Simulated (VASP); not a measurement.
The system is NaH.

```
CELL_PARAMETERS angstrom
0.00000 2.39751 2.39751
2.39751 0.00000 2.39751
2.39751 2.39751 0.00000
ATOMIC_POSITIONS crystal
Na 0.00000 0.00000 0.00000
H 0.50000 0.50000 0.50000
```

Program: VASP 6.6.1. Alike in all runs: task single point; potentials or basis VASP PAW PBE potentials, release 64 (Na_pv, H); no spin polarisation; cell as given; cutoff (eV) 520; smearing gaussian 0.01 eV.

**Question.** Order these runs on this cell by their band gap on the k mesh, lowest first.
A. level PBE-based screened hybrid with 10 % exact exchange; k mesh 4 × 4 × 4; grid for exact exchange (PRECFOCK) Normal; share of exact exchange 0.1; screening parameter 0.1 1/Å
B. level HSE06; k mesh 4 × 4 × 4; grid for exact exchange (PRECFOCK) Normal; share of exact exchange 0.25; screening parameter 0.2079 1/Å
C. level PBE; k mesh 6 × 6 × 6
D. level PBE; k mesh 3 × 3 × 3
E. level PBE-based global hybrid with 35 % exact exchange; k mesh 4 × 4 × 4; grid for exact exchange (PRECFOCK) Normal; share of exact exchange 0.35

**Answer.** C (3.85 eV), A (4.36 eV), B (4.85 eV), D (5.93 eV), E (6.34 eV).

Caveats: some runs use coarse meshes; an odd mesh through Γ misses points on the zone boundary, where band edges can lie (at least some runs).

A k mesh can miss the band edges, odd and even meshes differently.
